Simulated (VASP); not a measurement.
# InGaSe (P6_3mc) in VASP: a series of runs

The runs below take InGaSe through single point, relaxation of cell and atoms, with PBE.

Program: VASP 6.6.1. These are calculated values, not measurements. Logs are shortened: lines on timing, memory, paths and dates and some standing lists are left out, and cuts for length are marked.

## Step 1: The cell of the first run

It takes space group P6_3mc (No. 186, hexagonal). The conventional cell has a = 4.691 Å, b = 4.691 Å, c = 7.502 Å, α = 90.00°, β = 90.00°, γ = 120.00°. Within 3.7 Å of In (site symmetry 3m) lie 4 Se at 2.79 to 3.09 Å and 6 Ga at 3.07 to 3.56 Å. Ga (site symmetry 3m) has 6 In at 3.07 to 3.56 Å and 6 Se at 3.17 to 3.43 Å and 2 Ga at 3.75 Å within 4.0 Å. Within 3.7 Å of Se (site symmetry 3m) lie 4 In at 2.79 to 3.09 Å and 6 Ga at 3.17 to 3.43 Å.

The cell was generated, and may not be a known phase.

## Step 2: Single point, PBE

Contents of INCAR:

```
PREC = Accurate ; ENCUT = 520
EDIFF = 1E-7 ; ISMEAR = 0
SIGMA = 0.1 ; LREAL = F
LASPH = T ; NELM = 60
ALGO = Normal ; ISIF = 2
LWAVE = F ; LCHARG = T
GGA = PE ; LELF = T
LVHAR = T ; NBANDS = 41
```

Contents of KPOINTS:

```
regular mesh
0
Gamma
  6 6 2
```

Contents of POSCAR:

```
InGaSe
1.0
    4.6910316200      0.0000000000      0.0000000000
   -2.3455158100      4.0625525600      0.0000000000
    0.0000000000      0.0000000000      7.5024018200
In Ga Se
2 2 2
Direct
    0.3333333300      0.6666666700      0.8008086700
    0.6666666700      0.3333333300      0.3008086700
    0.0000000000      0.0000000000      0.4934661400
    0.0000000000      0.0000000000      0.9934661400
    0.6666666700      0.3333333300      0.7129252000
    0.3333333300      0.6666666700      0.2129252000
```

Potentials or basis: VASP PAW PBE potentials, release 64 (In_d, Ga_d, Se).

The run is started by

```bash
$ cat potpaw_PBE.64/In_d/POTCAR potpaw_PBE.64/Ga_d/POTCAR potpaw_PBE.64/Se/POTCAR > POTCAR
$ mpirun -np 1 vasp_std > vasp.out
```

OUTCAR:

```text
PREC = Accurate
   ENCUT = 520
   EDIFF = 1E-7
   ISMEAR = 0
   LREAL = F
   LASPH = T
   NELM = 60
   ISIF = 2
   GGA = PE

 ion  position               nearest neighbor table
   1  0.333  0.667  0.801-   5 2.79   5 2.79   5 2.79   4 3.07   4 3.07   4 3.07   6 3.09
   2  0.667  0.333  0.301-   6 2.79   6 2.79   6 2.79   3 3.07   3 3.07   3 3.07   5 3.09
   3  0.000  0.000  0.493-   2 3.07   2 3.07   2 3.07
   4  0.000  0.000  0.993-   1 3.07   1 3.07   1 3.07
   5  0.667  0.333  0.713-   1 2.79   1 2.79   1 2.79   2 3.09
   6  0.333  0.667  0.213-   2 2.79   2 2.79   2 2.79   1 3.09

  LATTYP: Found a hexagonal cell.
 ALAT       =     4.6910316200
 C/A-ratio  =     1.5993074504

  Lattice vectors:

 A1 = (   4.6910316200,   0.0000000000,   0.0000000000)
 A2 = (  -2.3455158100,   4.0625525600,   0.0000000000)
 A3 = (   0.0000000000,   0.0000000000,   7.5024018200)

Analysis of symmetry for initial positions (statically):
=====================================================================
 Subroutine PRICEL returns:
 Original cell was already a primitive cell.

 Routine SETGRP: Setting up the symmetry group for a
 hexagonal supercell.

 Subroutine GETGRP returns: Found 12 space group operations
 (whereof  6 operations were pure point group operations)
 out of a pool of 24 trial point group operations.

The static configuration has the point symmetry C_3v.
 The point group associated with its full space group is C_6v.

Analysis of symmetry for dynamics (positions and initial velocities):
=====================================================================
 Subroutine PRICEL returns:
 Original cell was already a primitive cell.

 Routine SETGRP: Setting up the symmetry group for a
 hexagonal supercell.

 Subroutine GETGRP returns: Found 12 space group operations
 (whereof  6 operations were pure point group operations)
 out of a pool of 24 trial point group operations.

The dynamic configuration has the point symmetry C_3v.
 The point group associated with its full space group is C_6v.

 Subroutine INISYM returns: Found 12 space group operations
 (whereof  6 operations are pure point group operations),
 and found     1 'primitive' translations

----------------------------------------------------------------------------------------

                                     Primitive cell

[... 88 lines left out ...]
   LREAL  =      F    real-space projection
   EDIFFG = 0.1E-05   stopping-criterion for IOM
   NSW    =      0    number of steps for IOM
   IBRION =     -1    ionic relax: 0-MD 1-quasi-New 2-CG
   NFREE  =      0    steps in history (QN), initial steepest desc. (CG)
   ISIF   =      2    stress and relaxation
   ISYM   =      2    0-nonsym 1-usesym 2-fastsym
   POTIM  = 0.5000    time-step for ionic-motion
   TEBEG  =    0.0;   TEEND  =   0.0 temperature during run
   PSTRESS=    0.0 pullay stress
   NELECT =      64.0000    total number of electrons
   NUPDOWN=      -1.0000    fix difference up-down
   EMIN   =  10.00;   EMAX   =-10.00  energy-range for DOS
   EFERMI =   0.00;   METHOD = LEGACY
   ISMEAR =     0;   SIGMA  =   0.10  broadening in eV -4-tet -1-fermi 0-gaus
   EFERMI_NEDOS =   21; number of points for ismear=-14 and -15
   IALGO  =     38    algorithm
   IMIX   =      4    mixing-type and parameters
     AMIX     =   0.40;   BMIX     =  1.00
     AMIX_MAG =   1.60;   BMIX_MAG =  1.00
  volume/ion in A,a.u.               =      23.83       160.81
  Fermi-wavevector in a.u.,A,eV,Ry     =   1.252311  2.366525 21.337790  1.568283
  Thomas-Fermi vector in A             =   2.386218
   LORBIT       =      0    0 simple, 1 ext, 2 COOP (PROOUT), +10 PAW based schemes
   GGA     = PE    functional components
   LHFCALC =     F    Hartree Fock is set to
   AEXX    =    0.0000 exact exchange contribution
   IVDW    =     0    specifies the selected vdW correction
   LEPSILON=     F    determine dielectric tensor
   LRPA    =     F    only Hartree local field effects (RPA)
 non-spin polarized calculation
 Gauss-broadening in eV      SIGMA  =   0.10
  energy-cutoff  :      520.00
  volume of cell :      142.98
 maximum number of plane-waves:      3868
 NGX is ok and might be reduce to    36
   NGX = 17   NGY = 17   NGZ = 27

 number of electron      64.0000024 magnetization

 Free energy of the ion-electron system (eV)
  ---------------------------------------------------
  ext. energy  EPLUGINS =         0.00000000
  ---------------------------------------------------
  free energy    TOTEN  =       -17.75476898 eV

  energy without entropy =      -17.73541038  energy(sigma->0) =      -17.74508968

 E-fermi :   6.1365     XC(G=0): -10.0146

 val. band max:        6.1066496201   @ k =   0.3333   0.3333   0.0000
 cond. band min:       6.1411719051   @ k =   0.1667   0.1667   0.0000
 fundamental gap:      0.0345222849
 Fermi energy:         6.1365405644

 k-point     1 :       0.0000    0.0000    0.0000
  band No.  band energies     occupation
      1      -9.3942      2.00000
      2      -9.3942      2.00000
      3      -9.3942      2.00000
      4      -9.3942      2.00000
      5      -9.3748      2.00000
      6      -9.3622      2.00000
[... 605 lines left out ...]
     40       9.5973      0.00000
     41      13.0498      0.00000

------------------------ aborting loop because EDIFF is reached ----------------------------------------

  FORCE on cell =-STRESS in cart. coord.  units (eV):
  Direction    XX          YY          ZZ          XY          YZ          ZX
  --------------------------------------------------------------------------------------
  -------------------------------------------------------------------------------------
  Total        7.1029039      7.1029039      3.0353550      0.0000000     -0.0000000      0.0000000
  in kB       79.5937280     79.5937283     34.0135844      0.0000000     -0.0000000      0.0000000
  external PRESSURE =      64.4003469 kB  Pullay stress =       0.0000000 kB

 VOLUME and BASIS-vectors are now :
 -----------------------------------------------------------------------------
  energy-cutoff  :      520.00
  volume of cell :      142.98
      direct lattice vectors                 reciprocal lattice vectors
     4.691031620  0.000000000  0.000000000     0.213172726  0.123075331  0.000000000
    -2.345515810  4.062552560  0.000000000     0.000000000  0.246150661  0.000000000
     0.000000000  0.000000000  7.502401820     0.000000000  0.000000000  0.133290648

 POSITION                                       TOTAL-FORCE (eV/Angst)
 -----------------------------------------------------------------------------------
     -0.00000      2.70837      6.00799        -0.000000     -0.000000      0.164895
      2.34552      1.35418      2.25679         0.000000     -0.000000      0.164895
      0.00000      0.00000      3.70218         0.000000     -0.000000      0.173327
      0.00000      0.00000      7.45338        -0.000000      0.000000      0.173327
      2.34552      1.35418      5.34865         0.000000     -0.000000     -0.338222
     -0.00000      2.70837      1.59745        -0.000000      0.000000     -0.338222
 -----------------------------------------------------------------------------------
    total drift:                               -0.000017      0.000009     -0.000525

  FREE ENERGIE OF THE ION-ELECTRON SYSTEM (eV)
  ---------------------------------------------------
  free  energy   TOTEN  =       -17.7547689848 eV

  energy  without entropy=      -17.7354103823  energy(sigma->0) =      -17.74508968
```

stdout:

```text
POSCAR found type information on POSCAR InGaSe
 POSCAR found :  3 types and       6 ions
 scaLAPACK will be used
 LDA part: xc-table for (Slater+PW92), standard interpolation
 POSCAR, INCAR and KPOINTS ok, starting setup
 FFT: planning ... GRIDC
 FFT: planning ... GRID_SOFT
 FFT: planning ... GRID
 WAVECAR not read
 entering main loop
```

It took 86 s on 1 thread of Intel Xeon Platinum 8488C (Sapphire Rapids), shared host; peak memory 0.29 GiB.

What came out:

| Item | Value |
| --- | --- |
| Free energy | -17.7548 eV |
| Pressure | 6.4 GPa |
| Largest force | 0.338 eV/Å |
| Band gap on the k mesh | zero (bands 32 and 33 overlap by 0.62 eV) |

Forces on the atoms (eV/Å):
```
In   0.000  0.000  0.165
In   0.000  0.000  0.165
Ga   0.000  0.000  0.173
Ga   0.000  0.000  0.173
Se   0.000  0.000 -0.338
Se   0.000  0.000 -0.338
```

Stress tensor (GPa, compression positive):
```
7.96 0.00 0.00
0.00 7.96 0.00
0.00 0.00 3.40
```

Levels at points of the mesh, in eV from the Fermi level:
| k point | band 29 | band 30 | band 31 | band 32 | band 33 | band 34 | band 35 | band 36 |
| --- | --- | --- | --- | --- | --- | --- | --- | --- |
| (0.00, 0.00, 0.00) | -3.32 | -2.94 | -1.17 | -0.94 | -0.39 | -0.39 | 1.23 | 1.63 |
| (0.50, 0.00, 0.00) | -3.85 | -2.76 | -2.50 | 0.23 | 0.23 | 1.27 | 1.49 | 2.74 |
| (0.00, 0.00, 0.50) | -3.33 | -3.33 | -1.46 | -1.46 | 0.07 | 0.07 | 0.07 | 0.07 |
| (0.50, 0.00, 0.50) | -3.86 | -3.86 | -0.70 | -0.70 | 0.29 | 0.29 | 1.53 | 1.53 |

Caveat: the k points lie up to 0.42 Å⁻¹ apart, too coarse for converged energies and pressures of a metal; spin-orbit coupling is left out, which moves the levels of the heavy elements.

## Step 3: Single point, PBE

This run uses another cell than the first one, of 25.77 Å³/atom.

Contents of INCAR:

```
PREC = Accurate ; ENCUT = 520
EDIFF = 1E-6 ; ISMEAR = 0
SIGMA = 0.1 ; LREAL = False
LASPH = True ; NELM = 100
ALGO = Normal ; ISIF = 2
LWAVE = False ; LCHARG = False
GGA = PE ; NBANDS = 41
```

KPOINTS is that of step 2.

Contents of POSCAR:

```
InGaSe
1.0
    5.2241336268      0.0000000000      0.0000000000
   -2.6120668134      4.5242324336      0.0000000000
    0.0000000000      0.0000000000      6.5416107735
In Ga Se
2 2 2
Direct
    0.3333333333      0.6666666667      0.7571790020
    0.6666666667      0.3333333333      0.2571790020
    0.0000000000      0.0000000000      0.5490648128
    0.0000000000      0.0000000000      1.0490648128
    0.6666666667      0.3333333333      0.7009561952
    0.3333333333      0.6666666667      0.2009561952
```

Potentials or basis: VASP PAW PBE potentials, release 64 (In_d, Ga_d, Se).

The run is started by

```bash
$ cat potpaw_PBE.64/In_d/POTCAR potpaw_PBE.64/Ga_d/POTCAR potpaw_PBE.64/Se/POTCAR > POTCAR
$ mpirun -np 1 vasp_std > vasp.out
```

Run time: 73 s. Hardware: 1 thread of Intel Xeon Platinum 8488C (Sapphire Rapids), shared host; peak memory 0.3 GiB.

Results (log left out):

```
Free energy            : -18.4770 eV
Pressure               : 0.0 GPa
Largest force          : 0.015 eV/Å
Band gap on the k mesh : zero (bands 32 and 33 overlap by 0.74 eV)
```

Forces on the atoms (eV/Å):
```
In   0.000  0.000  0.009
In   0.000  0.000  0.009
Ga   0.000  0.000  0.006
Ga   0.000  0.000  0.006
Se   0.000  0.000 -0.015
Se   0.000  0.000 -0.015
```

Levels at points of the mesh, in eV from the Fermi level:
```csv
k point,band 29,band 30,band 31,band 32,band 33,band 34,band 35,band 36
"(0.00, 0.00, 0.00)",-2.70,-2.15,-1.61,-0.93,-0.17,-0.17,0.72,1.50
"(0.50, 0.00, 0.00)",-2.83,-2.47,-1.63,0.12,0.93,1.98,2.76,2.79
"(0.00, 0.00, 0.50)",-2.92,-2.92,-1.06,-1.06,0.10,0.10,0.10,0.10
"(0.50, 0.00, 0.50)",-1.95,-1.95,0.46,0.46,0.99,0.99,2.41,2.41
```

Caveat: the k points lie up to 0.48 Å⁻¹ apart, too coarse for converged energies and pressures of a metal; spin-orbit coupling is left out, which moves the levels of the heavy elements.

(Part 1 of 2 ends here.)

The gap in the log of VASP goes by the Fermi energy; the results here count the filled bands.